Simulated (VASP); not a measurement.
# Hf2SnSe6 (P-3m1) in VASP: single point with PBE

Aim: the single point of Hf2SnSe6 with PBE.

Program: VASP 6.6.1. These are calculated values, not measurements. Logs are shortened: lines on timing, memory, paths and dates and some standing lists are left out, and cuts for length are marked.

## (1) The cell of the first run

It takes space group P-3m1 (No. 164, trigonal). The conventional cell has a = 3.805 Å, b = 3.805 Å, c = 21.193 Å, α = 90.00°, β = 90.00°, γ = 120.00°. Hf (site symmetry 3m) has 6 Se at 2.70 Å within 3.6 Å. Within 3.6 Å of Sn (site symmetry -3m) lie 6 Se at 2.73 Å. Se (site symmetry 3m) has 3 Hf at 2.70 Å within 3.6 Å. Within 3.6 Å of Se (site symmetry 3m) lie 3 Hf at 2.70 Å. Within 3.6 Å of Se (site symmetry 3m) lie 3 Sn at 2.73 Å.

## (2) Single point, PBE

Input file INCAR:

```
PREC     = Accurate       # precision mode
ENCUT    = 520            # plane-wave cutoff, eV
EDIFF    = 1E-7           # SCF threshold, eV
ISMEAR   = 0              # smearing method
SIGMA    = 0.02           # smearing width, eV
LREAL    = False          # projectors in reciprocal space
LASPH    = True           # aspherical terms in the spheres
NELM     = 60             # most SCF steps
ALGO     = Normal         # electronic algorithm
ISIF     = 2              # what is computed and relaxed
LWAVE    = False          # write WAVECAR
LCHARG   = True           # write CHGCAR
GGA      = PE             # functional
LELF     = True           # ELF
LVHAR    = True         
NBANDS   = 45             # bands
```

Input file KPOINTS:

```
Automatic mesh
0
Gamma
  12 12 2
```

Input file POSCAR:

```
Hf2SnSe6
1.0
    3.8050553169      0.0000000000      0.0000000000
   -1.9025276584      3.2952745673      0.0000000000
    0.0000000000      0.0000000000     21.1925655784
Hf Sn Se
2 1 6
Direct
    0.0000000000      0.0000000000      0.3343253363
    0.0000000000      0.0000000000      0.6656746637
    0.0000000000      0.0000000000      0.0000000000
    0.6666666667      0.3333333333      0.2606139478
    0.6666666667      0.3333333333      0.5919773241
    0.6666666667      0.3333333333      0.9237542421
    0.3333333333      0.6666666667      0.0762457579
    0.3333333333      0.6666666667      0.4080226759
    0.3333333333      0.6666666667      0.7393860522
```

Potentials or basis: VASP PAW PBE potentials, release 64 (Hf_pv, Sn_d, Se).

Launch:

```console
cat potpaw_PBE.64/Hf_pv/POTCAR potpaw_PBE.64/Sn_d/POTCAR potpaw_PBE.64/Se/POTCAR > POTCAR
mpirun -np 1 vasp_std > vasp.out
```

OUTCAR:

```text
PREC = Accurate
   ENCUT = 520
   EDIFF = 1E-7
   ISMEAR = 0
   LREAL = False
   LASPH = True
   NELM = 60
   ISIF = 2
   GGA = PE

 ion  position               nearest neighbor table
   1  0.000  0.000  0.334-   8 2.70   8 2.70   8 2.70   4 2.70   4 2.70   4 2.70
   2  0.000  0.000  0.666-   5 2.70   5 2.70   5 2.70   9 2.70   9 2.70   9 2.70
   3  0.000  0.000  0.000-   6 2.73   7 2.73   6 2.73   7 2.73   6 2.73   7 2.73
   4  0.667  0.333  0.261-   1 2.70   1 2.70   1 2.70
   5  0.667  0.333  0.592-   2 2.70   2 2.70   2 2.70
   6  0.667  0.333  0.924-   3 2.73   3 2.73   3 2.73
   7  0.333  0.667  0.076-   3 2.73   3 2.73   3 2.73
   8  0.333  0.667  0.408-   1 2.70   1 2.70   1 2.70
   9  0.333  0.667  0.739-   2 2.70   2 2.70   2 2.70

  LATTYP: Found a hexagonal cell.
 ALAT       =     3.8050553169
 C/A-ratio  =     5.5695814682

  Lattice vectors:

 A1 = (   3.8050553169,   0.0000000000,   0.0000000000)
 A2 = (  -1.9025276584,   3.2952745673,   0.0000000000)
 A3 = (   0.0000000000,   0.0000000000,  21.1925655784)

Analysis of symmetry for initial positions (statically):
=====================================================================
 Subroutine PRICEL returns:
 Original cell was already a primitive cell.

 Routine SETGRP: Setting up the symmetry group for a
 hexagonal supercell.

 Subroutine GETGRP returns: Found 12 space group operations
 (whereof 12 operations were pure point group operations)
 out of a pool of 24 trial point group operations.

The static configuration has the point symmetry D_3d.

Analysis of symmetry for dynamics (positions and initial velocities):
=====================================================================
 Subroutine PRICEL returns:
 Original cell was already a primitive cell.

 Routine SETGRP: Setting up the symmetry group for a
 hexagonal supercell.

 Subroutine GETGRP returns: Found 12 space group operations
 (whereof 12 operations were pure point group operations)
 out of a pool of 24 trial point group operations.

The dynamic configuration has the point symmetry D_3d.

 Subroutine INISYM returns: Found 12 space group operations
 (whereof 12 operations are pure point group operations),
 and found     1 'primitive' translations

----------------------------------------------------------------------------------------

                                     Primitive cell

  volume of cell :     265.7273

  direct lattice vectors                    reciprocal lattice vectors
     3.805055317  0.000000000  0.000000000     0.262808269  0.151732425  0.000000000
    -1.902527658  3.295274567  0.000000000     0.000000000  0.303464849  0.000000000
     0.000000000  0.000000000 21.192565578     0.000000000  0.000000000  0.047186359

  length of vectors
     3.805055317  3.805055317 21.192565578     0.303464849  0.303464849  0.047186359

  position of ions in fractional coordinates (direct lattice)
     0.000000000  0.000000000  0.334325336
     0.000000000  0.000000000  0.665674664
     0.000000000  0.000000000  0.000000000
     0.666666667  0.333333333  0.260613948
     0.666666667  0.333333333  0.591977324
     0.666666667  0.333333333  0.923754242
     0.333333333  0.666666667  0.076245758
     0.333333333  0.666666667  0.408022676
     0.333333333  0.666666667  0.739386052

  ion indices of the primitive-cell ions
   primitive index   ion index
                 1           1
                 2           2
                 3           3
                 4           4
                 5           5
                 6           6
                 7           7
                 8           8
                 9           9

----------------------------------------------------------------------------------------

 KPOINTS: Automatic mesh

Automatic generation of k-mesh.
 Grid dimensions read from file:
 generate k-points for:   12   12    2

 Generating k-lattice:

  Cartesian coordinates                     Fractional coordinates (reciprocal lattice)
     0.021900689  0.012644369  0.000000000     0.083333333  0.000000000  0.000000000
     0.000000000  0.025288737  0.000000000     0.000000000  0.083333333  0.000000000
     0.000000000  0.000000000  0.023593179     0.000000000  0.000000000  0.500000000

  Length of vectors
     0.025288737  0.025288737  0.023593179

  Shift w.r.t. Gamma in fractional coordinates (k-lattice)
     0.000000000  0.000000000  0.000000000

 Subroutine IBZKPT returns following result:
 ===========================================

 Found     38 irreducible k-points:

 Following reciprocal coordinates:
            Coordinates               Weight
  0.000000  0.000000  0.000000      1.000000
  0.083333  0.000000  0.000000      6.000000
  0.166667 -0.000000  0.000000      6.000000
  0.250000 -0.000000  0.000000      6.000000
  0.333333  0.000000  0.000000      6.000000
  0.416667 -0.000000  0.000000      6.000000
[... 16 lines left out ...]
  0.250000 -0.000000  0.500000      6.000000
  0.333333  0.000000  0.500000      6.000000
 [... further k-points ...]
   k-points           NKPTS =     38   k-points in BZ     NKDIM =     38   number of bands    NBANDS=     45
   number of dos      NEDOS =    301   number of ions     NIONS =      9
   total plane-waves  NPLWV = 125440
   dimension x,y,z NGX =    28 NGY =   28 NGZ =  160
   dimension x,y,z NGXF=    56 NGYF=   56 NGZF=  320
   ions per type =               2   1   6
   NGX,Y,Z   is equivalent  to a cutoff of  12.23, 12.23, 12.55 a.u.
   NGXF,Y,Z  is equivalent  to a cutoff of  24.47, 24.47, 25.10 a.u.
 SYSTEM =  unknown system
   PREC   = accura    normal or accurate (medium, high low for compatibility)
   ISTART =      0    job   : 0-new  1-cont  2-samecut
   ICHARG =      2    charge: 1-file 2-atom 10-const
   ISPIN  =      1    spin polarized calculation?
   LNONCOLLINEAR =      F non collinear calculations
   LSORBIT =      F    spin-orbit coupling
   LASPH  =      T    aspherical Exc in radial PAW
   ENCUT  =  520.0 eV  38.22 Ry    6.18 a.u.   7.07  7.07 39.40*2*pi/ulx,y,z
   NELM   =     60;   NELMIN=  2; NELMDL= -5     # of ELM steps
   EDIFF  = 0.1E-06   stopping-criterion for ELM
   LREAL  =      F    real-space projection
   EDIFFG = 0.1E-05   stopping-criterion for IOM
   NSW    =      0    number of steps for IOM
   IBRION =     -1    ionic relax: 0-MD 1-quasi-New 2-CG
   NFREE  =      0    steps in history (QN), initial steepest desc. (CG)
   ISIF   =      2    stress and relaxation
   ISYM   =      2    0-nonsym 1-usesym 2-fastsym
   POTIM  = 0.5000    time-step for ionic-motion
   TEBEG  =    0.0;   TEEND  =   0.0 temperature during run
   PSTRESS=    0.0 pullay stress
   NELECT =      70.0000    total number of electrons
   NUPDOWN=      -1.0000    fix difference up-down
   EMIN   =  10.00;   EMAX   =-10.00  energy-range for DOS
   EFERMI =   0.00;   METHOD = LEGACY
   ISMEAR =     0;   SIGMA  =   0.02  broadening in eV -4-tet -1-fermi 0-gaus
   EFERMI_NEDOS =   21; number of points for ismear=-14 and -15
   IALGO  =     38    algorithm
   IMIX   =      4    mixing-type and parameters
     AMIX     =   0.40;   BMIX     =  1.00
     AMIX_MAG =   1.60;   BMIX_MAG =  1.00
  volume/ion in A,a.u.               =      29.53       199.25
  Fermi-wavevector in a.u.,A,eV,Ry     =   1.049451  1.983175 14.984739  1.101347
  Thomas-Fermi vector in A             =   2.184414
   LORBIT       =      0    0 simple, 1 ext, 2 COOP (PROOUT), +10 PAW based schemes
   GGA     = PE    functional components
   LHFCALC =     F    Hartree Fock is set to
   AEXX    =    0.0000 exact exchange contribution
   IVDW    =     0    specifies the selected vdW correction
   LEPSILON=     F    determine dielectric tensor
   LRPA    =     F    only Hartree local field effects (RPA)
 non-spin polarized calculation
 Gauss-broadening in eV      SIGMA  =   0.02
  energy-cutoff  :      520.00
  volume of cell :      265.73
 maximum number of plane-waves:      7200
   NGX = 15   NGY = 15   NGZ = 79

 number of electron      69.9999997 magnetization

 Free energy of the ion-electron system (eV)
  ---------------------------------------------------
  ext. energy  EPLUGINS =         0.00000000
  ---------------------------------------------------
  free energy    TOTEN  =       -53.81233096 eV

  energy without entropy =      -53.81233096  energy(sigma->0) =      -53.81233096

 E-fermi :   2.3385     XC(G=0):  -8.6473

 val. band max:        2.1949720790   @ k =   0.0000   0.0000   0.5000
 cond. band min:       2.6553214052   @ k =   0.5000  -0.0000   0.5000
 fundamental gap:      0.4603493262
 Fermi energy:         2.3384819561

 k-point     1 :       0.0000    0.0000    0.0000
  band No.  band energies     occupation
      1     -29.0932      2.00000
      2     -29.0932      2.00000
      3     -29.0306      2.00000
      4     -29.0306      2.00000
      5     -29.0306      2.00000
      6     -29.0306      2.00000
[... 37 lines left out ...]
     44       6.5892      0.00000
     45       6.6054      0.00000

 k-point     2 :       0.0833    0.0000    0.0000
  band No.  band energies     occupation
      1     -29.0917      2.00000
      2     -29.0917      2.00000
      3     -29.0381      2.00000
      4     -29.0381      2.00000
      5     -29.0323      2.00000
      6     -29.0323      2.00000
[... 37 lines left out ...]
     44       6.4128      0.00000
     45       6.6235      0.00000

 k-point     3 :       0.1667   -0.0000    0.0000
  band No.  band energies     occupation
      1     -29.0875      2.00000
      2     -29.0875      2.00000
      3     -29.0585      2.00000
      4     -29.0585      2.00000
      5     -29.0369      2.00000
      6     -29.0369      2.00000
[... 997 lines left out ...]
     44       6.4384      0.00000
     45       6.5841      0.00000

 k-point    24 :       0.3333    0.0000    0.5000
  band No.  band energies     occupation
      1     -29.1139      2.00000
      2     -29.1139      2.00000
      3     -29.0758      2.00000
      4     -29.0758      2.00000
      5     -29.0496      2.00000
      6     -29.0496      2.00000
[... 37 lines left out ...]
     44       6.8262      0.00000
     45       7.0605      0.00000

 [... further k-points ...]

------------------------ aborting loop because EDIFF is reached ----------------------------------------

  FORCE on cell =-STRESS in cart. coord.  units (eV):
  Direction    XX          YY          ZZ          XY          YZ          ZX
  --------------------------------------------------------------------------------------
  -------------------------------------------------------------------------------------
  Total       -0.2864620     -0.2864620     -0.2541251     -0.0000000     -0.0000000      0.0000000
  in kB       -1.7271953     -1.7271953     -1.5322231     -0.0000000     -0.0000000      0.0000000
  external PRESSURE =      -1.6622045 kB  Pullay stress =       0.0000000 kB

 VOLUME and BASIS-vectors are now :
 -----------------------------------------------------------------------------
  energy-cutoff  :      520.00
  volume of cell :      265.73
      direct lattice vectors                 reciprocal lattice vectors
     3.805055317  0.000000000  0.000000000     0.262808269  0.151732425  0.000000000
    -1.902527658  3.295274567  0.000000000     0.000000000  0.303464849  0.000000000
     0.000000000  0.000000000 21.192565578     0.000000000  0.000000000  0.047186359

 POSITION                                       TOTAL-FORCE (eV/Angst)
 -----------------------------------------------------------------------------------
      0.00000      0.00000      7.08521         0.000000     -0.000000     -0.000073
      0.00000      0.00000     14.10735         0.000000      0.000000      0.000073
      0.00000      0.00000      0.00000         0.000000      0.000000      0.000000
      1.90253      1.09842      5.52308        -0.000000      0.000000      0.046082
      1.90253      1.09842     12.54552         0.000000      0.000000      0.046252
      1.90253      1.09842     19.57672        -0.000000      0.000000     -0.013927
     -0.00000      2.19685      1.61584         0.000000     -0.000000      0.013927
     -0.00000      2.19685      8.64705        -0.000000      0.000000     -0.046252
     -0.00000      2.19685     15.66949        -0.000000      0.000000     -0.046082
 -----------------------------------------------------------------------------------
    total drift:                               -0.000000      0.000000      0.000000

  FREE ENERGIE OF THE ION-ELECTRON SYSTEM (eV)
  ---------------------------------------------------
  free  energy   TOTEN  =       -53.8123309606 eV

  energy  without entropy=      -53.8123309606  energy(sigma->0) =      -53.81233096
```

Run time: 7.5 min. Hardware: 1 thread of Intel Xeon Platinum 8375C at 2.90GHz (Ice Lake), shared host; peak memory 0.61 GiB.

What came out:

```
Free energy            : -53.8123 eV
Pressure               : -0.2 GPa
Largest force          : 0.046 eV/Å
Band gap on the k mesh : 0.46 eV (least direct gap 1.08 eV)
```

Forces on the atoms (eV/Å):
```
Hf   0.000  0.000  0.000
Hf   0.000  0.000  0.000
Sn   0.000  0.000  0.000
Se   0.000  0.000  0.046
Se   0.000  0.000  0.046
Se   0.000  0.000 -0.014
Se   0.000  0.000  0.014
Se   0.000  0.000 -0.046
Se   0.000  0.000 -0.046
```

Caveat: spin-orbit coupling is left out, which moves the levels of the heavy elements; this functional lacks dispersion, which binds the layers, so the pressure and a relaxed spacing across them are unreliable.
